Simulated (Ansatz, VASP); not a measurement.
# One calculation of Fe, two programs

```xyz
1
Lattice="2.3927 0.0000 0.0000 -1.1964 2.0722 0.0000 0.0000 0.0000 2.3010" Properties=species:S:1:pos:R:3 pbc="T T T"
Fe    0.0000    0.0000    0.0000
```

Alike in both runs: task single point; functional PBE; k mesh 18 × 18 × 16; collinear spin.

|  | VASP | Ansatz |
| --- | --- | --- |
| version | VASP 6.6.1 | Ansatz 0.2.0 |
| potentials or method | VASP PAW PBE potentials, release 64 (Fe) | PAW with Ansatz's default frozen-core files, scalar-relativistic |
| plane-wave cutoff (eV) | 520 | 420 |
| occupations | tetrahedron | tetrahedron-uncorrected |
| valence electrons in the cell | 8 | 16 |

VASP gave:

- gap on the k mesh at the Fermi level (eV): none
- pressure (GPa): 15.7
- traceless stress, the component that is largest in VASP (GPa): -0.80
- net moment per atom (μB): 2.14
- size of the moment on the site where the two differ most (μB): 2.12

Task: Which values does Ansatz return?

Result: gap on the k mesh at the Fermi level (eV): none; pressure (GPa): 16.2; traceless stress, the component that is largest in VASP (GPa): -0.18; net moment per atom (μB): 2.13; size of the moment on the site where the two differ most (μB): 2.09.

Site moments also hang on the region over which each program counts them. A gap of «none» marks a metal or a gap that the smearing closes. VASP's potentials hold 8 valence electrons a cell and Ansatz's 16, so a difference there can come from the potentials and not from the codes. Ansatz's warnings: band table not solved further.
